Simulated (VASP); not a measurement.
A run of VASP 6.6.1 is set up as follows.

The input INCAR:

```
SYSTEM = K2SiB2
PREC     = Accurate       ! precision mode
ENCUT    = 600            ! plane-wave cutoff, eV
EDIFF    = 1E-6           ! SCF threshold, eV
ISMEAR   = 0              ! smearing method
SIGMA    = 0.1            ! smearing width, eV
LREAL    = .False.        ! projectors in reciprocal space
LASPH    = .True.         ! aspherical terms in the spheres
NELM     = 80             ! most SCF steps
ALGO     = Normal         ! electronic algorithm
ISIF     = 3              ! what is computed and relaxed
LWAVE    = .False.        ! write WAVECAR
LCHARG   = .False.        ! write CHGCAR
GGA      = PE             ! functional
IBRION   = 2              ! ionic algorithm
NSW      = 90             ! ionic steps
EDIFFG   = -0.04          ! ionic threshold
```

The input KPOINTS:

```
Automatic mesh
0
Gamma
  6 6 4
  0 0 0
```

The input POSCAR:

```
K2SiB2
1.0
    5.1733519900      0.0000000000      0.0000000000
   -2.5866760000      4.4802542500      0.0000000000
    0.0000000000      0.0000000000      4.3104929600
K Si B
2 1 2
Direct
    0.3333333300      0.6666666700      0.5000000000
    0.6666666700      0.3333333300      0.5000000000
    0.0000000000      0.0000000000      0.0000000000
    0.3333333300      0.6666666700      0.0000000000
    0.6666666700      0.3333333300      0.0000000000
```

Potentials or basis: VASP PAW PBE potentials, release 64 (K_sv, Si, B).

Run with:

```bash
$ cat potpaw_PBE.64/K_sv/POTCAR potpaw_PBE.64/Si/POTCAR potpaw_PBE.64/B/POTCAR > POTCAR
$ mpirun -np 1 vasp_std > vasp.out
```

Estimate the space group after relaxing (to 0.1 Å).

P6/mmm (No. 191).

Estimate the band gap on the k mesh.

zero (bands 14 and 15 overlap by 1.82 eV).

Predict the relaxed cell.

a = 4.435 Å, b = 4.435 Å, c = 5.636 Å, α = 90.00°, β = 90.00°, γ = 120.00°.

What does it give for the relaxed volume?

19.20 Å³/atom.

The path:
| step | energy change (eV) | largest force (eV/Å) | pressure (GPa) | volume (Å³) |
| --- | --- | --- | --- | --- |
| 1 | 0.0000 | 0.0000 | 8.39 | 99.91 |
| 2 | -3.4225 | 0.0000 | -2.60 | 113.39 |
| 3 | -3.8010 | 0.0000 | -4.76 | 118.18 |
| 4 | -3.8174 | 0.0000 | -4.97 | 118.91 |
| 5 | -4.2132 | 0.0000 | -3.25 | 106.65 |
| 6 | -4.2792 | 0.0000 | -1.82 | 101.29 |
| 7 | -4.2810 | 0.0000 | -1.45 | 100.19 |
| 8 | -4.3277 | 0.0000 | 0.03 | 96.28 |
| 9 | -4.3279 | 0.0000 | 0.15 | 96.01 |

Caveat: the k points lie up to 0.28 Å⁻¹ apart in the final cell, too coarse for converged energies and pressures of a metal; a cell axis changed by over 15 % at a fixed basis, so the end point is rough.
